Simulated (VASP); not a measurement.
# Lu (P6_3/mmc) in VASP: single point with r2SCAN

Aim: the single point of Lu with r2SCAN.

Program: VASP 6.6.1. These are calculated values, not measurements. Logs are shortened: lines on timing, memory, paths and dates and some standing lists are left out, and cuts for length are marked.

### 1 The cell of the first run

It takes space group P6_3/mmc (No. 194, hexagonal). Conventional cell: a = 3.570 Å, b = 3.570 Å, c = 11.401 Å, α = 90.00°, β = 90.00°, γ = 120.00°. Within 4.6 Å of Lu (site symmetry -3m) lie 12 Lu at 3.52 to 3.57 Å. Within 4.6 Å of Lu (site symmetry -6m2) lie 12 Lu at 3.52 to 3.57 Å.

### 2 Single point, r2SCAN (31.45 Å³/atom)

POSCAR reads:

```
Lu
1.0
    3.5697120718      0.0000000000      0.0000000000
   -1.7848560359      3.0914613384      0.0000000000
    0.0000000000      0.0000000000     11.4012166565
Lu
4
Direct
    0.0000000000      0.0000000000      0.0000000000
    0.0000000000      1.0000000000      0.5000000000
    0.3333333333      0.6666666667      0.2500000000
    0.6666666667      0.3333333333      0.7500000000
```

INCAR.step1 reads:

```
  PREC = Accurate
  ENCUT = 520
  ISMEAR = -1
  SIGMA = 0.1
  LREAL = False
  LASPH = True
  NELM = 100
  NBANDS = 58
  GGA = PE
  ALGO = Normal
  EDIFF = 1E-4
  LWAVE = True
  LCHARG = False
```

INCAR.step2 reads:

```
  PREC = Accurate
  ENCUT = 520
  EDIFF = 1E-7
  ISMEAR = -1
  SIGMA = 0.1
  LREAL = False
  LASPH = True
  NELM = 100
  ALGO = Normal
  ISIF = 2
  LWAVE = False
  LCHARG = False
  METAGGA = R2SCAN
  LMIXTAU = True
  NBANDS = 58
  ISTART = 1
```

KPOINTS reads:

```
Automatic mesh
0
Gamma
  12 12 4
```

Potentials or basis: VASP PAW PBE potentials, release 64 (Lu).

The run is started by

```console
$ cat potpaw_PBE.64/Lu/POTCAR > POTCAR
$ cp INCAR.step1 INCAR
$ mpirun -np 1 vasp_std > vasp.out
$ cp INCAR.step2 INCAR
$ mpirun -np 1 vasp_std > vasp.out
```

OUTCAR:

```text
PREC = Accurate
   ENCUT = 520
   EDIFF = 1E-7
   ISMEAR = -1
   LREAL = False
   LASPH = True
   NELM = 100
   ISIF = 2
   METAGGA = R2SCAN
   ISTART = 1

 ion  position               nearest neighbor table
   1  0.000  0.000  0.000-   3 3.52   4 3.52   4 3.52   3 3.52   4 3.52   3 3.52
   2  0.000  0.000  0.500-   3 3.52   4 3.52   4 3.52   3 3.52   4 3.52   3 3.52
   3  0.333  0.667  0.250-   1 3.52   2 3.52   1 3.52   2 3.52   1 3.52   2 3.52
   4  0.667  0.333  0.750-   1 3.52   2 3.52   1 3.52   2 3.52   1 3.52   2 3.52

  LATTYP: Found a hexagonal cell.
 ALAT       =     3.5697120718
 C/A-ratio  =     3.1938757040

  Lattice vectors:

 A1 = (   3.5697120718,   0.0000000000,   0.0000000000)
 A2 = (  -1.7848560359,   3.0914613384,   0.0000000000)
 A3 = (   0.0000000000,   0.0000000000,  11.4012166565)

Analysis of symmetry for initial positions (statically):
=====================================================================
 Subroutine PRICEL returns:
 Original cell was already a primitive cell.

 Routine SETGRP: Setting up the symmetry group for a
 hexagonal supercell.

 Subroutine GETGRP returns: Found 24 space group operations
 (whereof 12 operations were pure point group operations)
 out of a pool of 24 trial point group operations.

The static configuration has the point symmetry D_3d.
 The point group associated with its full space group is D_6h.

Analysis of symmetry for dynamics (positions and initial velocities):
=====================================================================
 Subroutine PRICEL returns:
 Original cell was already a primitive cell.

 Routine SETGRP: Setting up the symmetry group for a
 hexagonal supercell.

 Subroutine GETGRP returns: Found 24 space group operations
 (whereof 12 operations were pure point group operations)
 out of a pool of 24 trial point group operations.

The dynamic configuration has the point symmetry D_3d.
 The point group associated with its full space group is D_6h.

 Subroutine INISYM returns: Found 24 space group operations
 (whereof 12 operations are pure point group operations),
 and found     1 'primitive' translations

----------------------------------------------------------------------------------------

                                     Primitive cell

  volume of cell :     125.8196

  direct lattice vectors                    reciprocal lattice vectors
[... 90 lines left out ...]
   NELM   =    100;   NELMIN=  2; NELMDL=  0     # of ELM steps
   EDIFF  = 0.1E-06   stopping-criterion for ELM
   LREAL  =      F    real-space projection
   EDIFFG = 0.1E-05   stopping-criterion for IOM
   NSW    =      0    number of steps for IOM
   IBRION =     -1    ionic relax: 0-MD 1-quasi-New 2-CG
   NFREE  =      0    steps in history (QN), initial steepest desc. (CG)
   ISIF   =      2    stress and relaxation
   ISYM   =      2    0-nonsym 1-usesym 2-fastsym
   POTIM  = 0.5000    time-step for ionic-motion
   TEBEG  =    0.0;   TEEND  =   0.0 temperature during run
   PSTRESS=    0.0 pullay stress
   NELECT =     100.0000    total number of electrons
   NUPDOWN=      -1.0000    fix difference up-down
   EMIN   =  10.00;   EMAX   =-10.00  energy-range for DOS
   EFERMI =   0.00;   METHOD = LEGACY
   ISMEAR =    -1;   SIGMA  =   0.10  broadening in eV -4-tet -1-fermi 0-gaus
   EFERMI_NEDOS =   21; number of points for ismear=-14 and -15
   IALGO  =     38    algorithm
   IMIX   =      4    mixing-type and parameters
     AMIX     =   0.40;   BMIX     =  1.00
     AMIX_MAG =   1.60;   BMIX_MAG =  1.00
  volume/ion in A,a.u.               =      31.45       212.27
  Fermi-wavevector in a.u.,A,eV,Ry     =   1.516441  2.865657 31.287854  2.299592
  Thomas-Fermi vector in A             =   2.625830
   LORBIT       =      0    0 simple, 1 ext, 2 COOP (PROOUT), +10 PAW based schemes
   METAGGA = R2SCAN    functional components
   LHFCALC =     F    Hartree Fock is set to
   AEXX    =    0.0000 exact exchange contribution
   IVDW    =     0    specifies the selected vdW correction
   LEPSILON=     F    determine dielectric tensor
   LRPA    =     F    only Hartree local field effects (RPA)
 non-spin polarized calculation
  energy-cutoff  :      520.00
  volume of cell :      125.82
 maximum number of plane-waves:      3444
 NGX is ok and might be reduce to    28
   NGX = 13   NGY = 13   NGZ = 43

 number of electron     100.0000021 magnetization

 Free energy of the ion-electron system (eV)
  ---------------------------------------------------
  ext. energy  EPLUGINS =         0.00000000
  ---------------------------------------------------
  free energy    TOTEN  =      -152.15934219 eV

  energy without entropy =     -151.94286190  energy(sigma->0) =     -152.05110204

 E-fermi :   1.8909     XC(G=0): -11.2070

 val. band max:        1.8898395256   @ k =   0.4167   0.0833   0.2500
 cond. band min:       1.8921355492   @ k =   0.4167   0.1667   0.2500
 fundamental gap:      0.0022960236
 Fermi energy:         1.8908591407

 k-point     1 :       0.0000    0.0000    0.0000
  band No.  band energies     occupation
      1     -56.2094      2.00000
      2     -56.2004      2.00000
      3     -56.1930      2.00000
      4     -56.1840      2.00000
      5     -26.4097      2.00000
      6     -26.2205      2.00000
[... 1453 lines left out ...]
     57       4.3784      0.00000
     58       4.9191      0.00000

 [... further k-points ...]

------------------------ aborting loop because EDIFF is reached ----------------------------------------

  FORCE on cell =-STRESS in cart. coord.  units (eV):
  Direction    XX          YY          ZZ          XY          YZ          ZX
  --------------------------------------------------------------------------------------
  -------------------------------------------------------------------------------------
  Total       -2.2681565     -2.2681565     -2.2802016      0.0000000      0.0000000      0.0000000
  in kB      -28.8825409    -28.8825409    -29.0359225      0.0000000      0.0000000      0.0000000
  external PRESSURE =     -28.9336681 kB  Pullay stress =       0.0000000 kB

 VOLUME and BASIS-vectors are now :
 -----------------------------------------------------------------------------
  energy-cutoff  :      520.00
  volume of cell :      125.82
      direct lattice vectors                 reciprocal lattice vectors
     3.569712072  0.000000000  0.000000000     0.280134638  0.161735809  0.000000000
    -1.784856036  3.091461338  0.000000000     0.000000000  0.323471618  0.000000000
     0.000000000  0.000000000 11.401216657     0.000000000  0.000000000  0.087709937

 POSITION                                       TOTAL-FORCE (eV/Angst)
 -----------------------------------------------------------------------------------
      0.00000      0.00000      0.00000        -0.000000     -0.000000      0.000000
      0.00000      0.00000      5.70061        -0.000000     -0.000000      0.000000
     -0.00000      2.06097      2.85030        -0.000000      0.000000     -0.000000
      1.78486      1.03049      8.55091         0.000000      0.000000      0.000000
 -----------------------------------------------------------------------------------
    total drift:                                0.000000     -0.000000      0.000000

  FREE ENERGIE OF THE ION-ELECTRON SYSTEM (eV)
  ---------------------------------------------------
  free  energy   TOTEN  =      -152.1593421927 eV

  energy  without entropy=     -151.9428618957  energy(sigma->0) =     -152.05110204
```

OSZICAR.step1:

```text
N       E                     dE             d eps       ncg     rms          rms(c)
DAV:   1     0.116110458482E+04    0.11611E+04   -0.31455E+04  9068   0.569E+03
DAV:   2     0.171248412886E+03   -0.98986E+03   -0.93672E+03  9068   0.115E+03
DAV:   3     0.682192123785E+01   -0.16443E+03   -0.16120E+03  7078   0.277E+02
DAV:   4    -0.166461667586E+02   -0.23468E+02   -0.23085E+02  9556   0.772E+01
DAV:   5    -0.182681537938E+02   -0.16220E+01   -0.16127E+01 10720   0.173E+01    0.771E+00
DAV:   6    -0.180916790010E+02    0.17647E+00   -0.16856E+00  9508   0.884E+00    0.323E+00
DAV:   7    -0.180322013598E+02    0.59478E-01   -0.22173E-01 10578   0.654E+00    0.767E-01
DAV:   8    -0.180240423481E+02    0.81590E-02   -0.34574E-02 11712   0.300E+00    0.224E-01
DAV:   9    -0.180244722950E+02   -0.42995E-03   -0.38763E-03  9656   0.958E-01    0.108E-01
DAV:  10    -0.180246932039E+02   -0.22091E-03   -0.24203E-03  8094   0.197E+00    0.603E-02
DAV:  11    -0.180246865213E+02    0.66827E-05   -0.61360E-04  6932   0.131E+00
   1 F= -.18024687E+02 E0= -.17910325E+02  d E =-.228722E+00
```

It took 61 min on 1 thread of AMD EPYC 9R45 (Zen 5), shared host; peak memory 0.44 GiB.

What came out:

```yaml
Free_energy: -152.1593 eV
Pressure: -2.9 GPa
Band_gap_on_the_k_mesh: zero (bands 50 and 51 overlap by 1.59 eV)
```

Caveat: the PAW data sets were made with another functional, which shifts forces and pressure a little; spin-orbit coupling is left out, which moves the levels of the heavy elements.
